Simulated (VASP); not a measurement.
Crystal: Ca2SeO.

```
O Se Ca
1.0
     1.88463    1.08809    6.29203
    -1.88463    1.08809    6.29203
     0.00000   -2.17618    6.29203
O Se Ca
1 1 2
Direct
  0.00000 0.00000 0.00000
  0.50000 0.50000 0.50000
  0.26397 0.26397 0.26397
  0.73603 0.73603 0.73603
```

Base run:

- Program: VASP 6.6.1
- Functional: r2SCAN
- Potentials or basis: VASP PAW PBE potentials, release 64 (O, Se, Ca_sv)
- Cutoff: 520 eV
- k mesh: 8 × 8 × 8
- Occupations: fermi-dirac, width 0.02 eV
- Spin: no spin polarisation

Its results: band gap on the k mesh 2.10 eV, indirect (least direct gap 2.77 eV); pressure 0.5 GPa.

Question: The run is repeated on the same cell with these changes: functional from r2SCAN to PBE. What comes out?

Answer: Band gap on the k mesh 1.68 eV, indirect (least direct gap 2.21 eV); pressure 1.5 GPa.

r2SCAN gives the wider gap, since meta-GGAs in the generalised Kohn-Sham scheme recover part of the derivative discontinuity.

Caveats: the PAW data sets were made with another functional, which shifts forces and pressure a little (some runs).

A k mesh can miss the band edges.
